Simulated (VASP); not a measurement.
# B: single point with r2SCAN

Crystal: B.

```xyz
12
Lattice="2.4491 1.4140 4.1709 -2.4491 1.4140 4.1709 0.0000 -2.8280 4.1709" Properties=species:S:1:pos:R:3 pbc="T T T"
B    -1.5786    0.9114    2.8118
B     0.0000   -1.8228    2.8118
B     1.5786    0.9114    2.8118
B    -1.5786   -0.9114    9.7009
B     1.5786   -0.9114    9.7009
B     0.0000    1.8228    9.7009
B    -1.0072    0.5815    4.4744
B     0.0000   -1.1630    4.4744
B     1.0072    0.5815    4.4744
B    -1.0072   -0.5815    8.0383
B     1.0072   -0.5815    8.0383
B     0.0000    1.1630    8.0383
```

```yaml
Program: VASP 6.6.1
Task: single point
Functional: r2SCAN
Potentials_or_basis: VASP PAW PBE potentials, release 64 (B)
Cutoff: 520 eV
k_mesh: 9 × 9 × 9
Occupations: gaussian, width 0.02 eV
Spin: no spin polarisation
Dipole_correction: no
Further_INCAR_settings: ALGO = Normal; EDIFF = 1e-06; NBANDS = 30
```

- Pressure: 0.3 GPa
- Largest force: 0.022 eV/Å
- Band gap on the k mesh: 1.63 eV (least direct gap 2.04 eV)

Forces on the atoms (eV/Å):
```
B    0.013 -0.007 -0.011
B    0.000  0.015 -0.011
B   -0.013 -0.007 -0.011
B    0.013  0.007  0.011
B   -0.013  0.007  0.011
B    0.000 -0.015  0.011
B    0.018 -0.011  0.007
B    0.000  0.021  0.007
B   -0.018 -0.011  0.007
B    0.018  0.011 -0.007
B   -0.018  0.011 -0.007
B    0.000 -0.021 -0.007
```

Stress tensor (GPa, compression positive):
```
0.31 0.00 0.00
0.00 0.31 0.00
0.00 0.00 0.23
```

Levels at points of the mesh, in eV from the valence-band top:
```
           k point  band 16  band 17  band 18  band 19  band 20  band 21
(0.00, 0.00, 0.00)    -0.90    -0.90    -0.37     1.69     4.92     4.92
```

Wall time 15 min on 1 thread of Intel(R) Xeon(R) Platinum 8488C (Sapphire Rapids), with other jobs on the host, peak memory 0.33 GiB.

Caveat: the PAW data sets were made with another functional, which shifts forces and pressure a little; an odd mesh through Γ misses points on the zone boundary, where band edges can lie.
